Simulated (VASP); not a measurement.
Wanted: the native input for a VASP 6.6.1 run.

- Task: single point
- Functional: revPBE
- Potentials or basis: VASP PAW PBE potentials, release 64 (Ge_d)
- Cutoff: 520 eV
- k mesh: 9 × 9 × 9
- Occupations: fermi-dirac, width 0.05 eV
- Spin: no spin polarisation
- Dipole correction: no
- Further INCAR settings: ALGO = Normal; EDIFF = 1e-06; NBANDS = 21

The structure of Ge lies in POSCAR:

```
Ge
1.0
    0.0000000000      2.7843342488      2.7843342488
    2.7843342488      0.0000000000      2.7843342488
    2.7843342488      2.7843342488      0.0000000000
Ge
2
Direct
    0.5000000000      0.5000000000      0.5000000000
    0.7500000000      0.7500000000      0.7500000000
```

This cell differs from its parent crystal: volume scaled by 0.88.

The input as run:

INCAR

```
PREC = Accurate ; ENCUT = 520
EDIFF = 1E-6 ; ISMEAR = -1
SIGMA = 0.05 ; LREAL = F
LASPH = T ; NELM = 80
ALGO = Normal ; ISIF = 2
LWAVE = F ; LCHARG = F
GGA = RE ; NBANDS = 21
```

KPOINTS

```
Automatic mesh
0
Gamma
  9 9 9
```

Potentials or basis: VASP PAW PBE potentials, release 64 (Ge_d).

Run with:

```bash
$ cat potpaw_PBE.64/Ge_d/POTCAR > POTCAR
$ mpirun -np 1 vasp_std > vasp.out
```

Results of the run:

The pressure is 8.9 GPa and the band gap on the k mesh is 0.42 eV, indirect (least direct gap 0.57 eV).

Caveat: the PAW data sets were made with another functional, which shifts forces and pressure a little.

It took 16 s on 1 thread of Intel(R) Xeon(R) Platinum 8559C (Emerald Rapids), on a shared host, peak memory 0.17 GiB.
